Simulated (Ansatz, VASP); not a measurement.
**Ge in VASP and in Ansatz**

Contents of POSCAR:

```
Ge
1.0
    0.0000000000      2.7934103750      2.8287700000
    2.8641296250      0.0000000000      2.8287700000
    2.8641296250      2.7934103750      0.0000000000
Ge
2
Direct
    0.5000000000      0.5000000000      0.5000000000
    0.7500000000      0.7500000000      0.7500000000
```

Contents of INCAR.step1:

```
PREC = Accurate
ENCUT = 520
ISMEAR = 0
SIGMA = 0.05
LREAL = F
LASPH = T
NELM = 100
NBANDS = 21
GGA = PE
ALGO = Normal
EDIFF = 1E-4
LWAVE = T
LCHARG = F
```

File INCAR.step2:

```
PREC = Accurate
ENCUT = 520
EDIFF = 1E-7
ISMEAR = 0
SIGMA = 0.05
LREAL = F
LASPH = T
NELM = 100
ALGO = Normal
ISIF = 2
LWAVE = F
LCHARG = F
METAGGA = R2SCAN
LMIXTAU = T
NBANDS = 21
ISTART = 1
```

File KPOINTS:

```
regular mesh
0
Gamma
  10 10 10
```

Input for Ansatz:

```yaml
crystal:
  lattice:
    - [0.0, 2.793410375, 2.82877]
    - [2.864129625, 0.0, 2.82877]
    - [2.864129625, 2.793410375, 0.0]
  atoms:
    - { symbol: Ge, position: [0.5, 0.5, 0.5] }
    - { symbol: Ge, position: [0.75, 0.75, 0.75] }
basis:
  ecutwfc: 500
kpoints:
  mp_grid: { grid: [10, 10, 10] }
hamiltonian:
  xc: r2scan
scf:
  occupations: { method: gaussian, width: 0.05 }
output:
  forces: true
  stress: true
  eigenvalues: true
```

Change from the starting cell: strain +0.0125 x Voigt [1, -1, 0, 0, 0, 0], atoms carried along.

Alike in both runs: task single point; functional r2SCAN; k mesh 10 × 10 × 10; occupations gaussian, width 0.05 eV; no spin polarisation.

|  | VASP | Ansatz |
| --- | --- | --- |
| version | VASP 6.6.1 | Ansatz 0.2.0 |
| potentials or method | VASP PAW PBE potentials, release 64 (Ge_d), cutoff 520 eV | scalar-relativistic, plane waves, PAW |
| valence electrons in the cell | 28 | 28 |

|  | VASP | Ansatz | Ansatz less VASP |
| --- | --- | --- | --- |
| gap on the k mesh at the Fermi level (eV) | 0.30 | 0.34 | +0.039 |
| least direct gap on the mesh (eV) | 0.30 | 0.34 | +0.039 |
| pressure (GPa) | 0.7 | 0.7 | -0.05 |
| traceless stress, the component that is largest in VASP (GPa) | -1.06 | -1.06 | -0.001 |

VASP's potentials were made for PBE, not for r2SCAN.
